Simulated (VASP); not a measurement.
**Pb: single point with PBEsol**

Pb:

```
Pb
1.0
     3.13778    0.00000    0.00000
     0.00000    3.13778    0.00000
     0.00000    0.00000    3.13778
Pb
1
Direct
  0.00000 0.00000 0.00000
```

This cell differs from its parent crystal: volume scaled by 0.96.

* Program: VASP 6.6.1
* Task: single point
* Functional: PBEsol
* Potentials or basis: VASP PAW PBE potentials, release 64 (Pb_d)
* Cutoff: 520 eV
* k mesh: 11 × 11 × 11
* Occupations: fermi-dirac, width 0.1 eV
* Spin: no spin polarisation
* Dipole correction: no
* Further INCAR settings: ALGO = Normal; EDIFF = 1e-06; NBANDS = 13

- Pressure: 2.1 GPa
- Band gap on the k mesh: zero (band 7 reaches 11.90 eV, above the bottom of band 8 at 4.80 eV)

Levels at points of the mesh, in eV from the Fermi level:
```tsv
k point	band 5	band 6	band 7	band 8	band 9	band 10
(0.00, 0.00, 0.00)	-16.49	-11.73	5.30	5.30	5.30	8.44
```

Wall time 4.7 s on 1 thread of Intel(R) Xeon(R) 6975P-C (Granite Rapids) (shared host), peak memory 0.14 GiB.

Caveat: the PAW data sets were made with another functional, which shifts forces and pressure a little; spin-orbit coupling is left out, which moves the levels of the heavy elements.
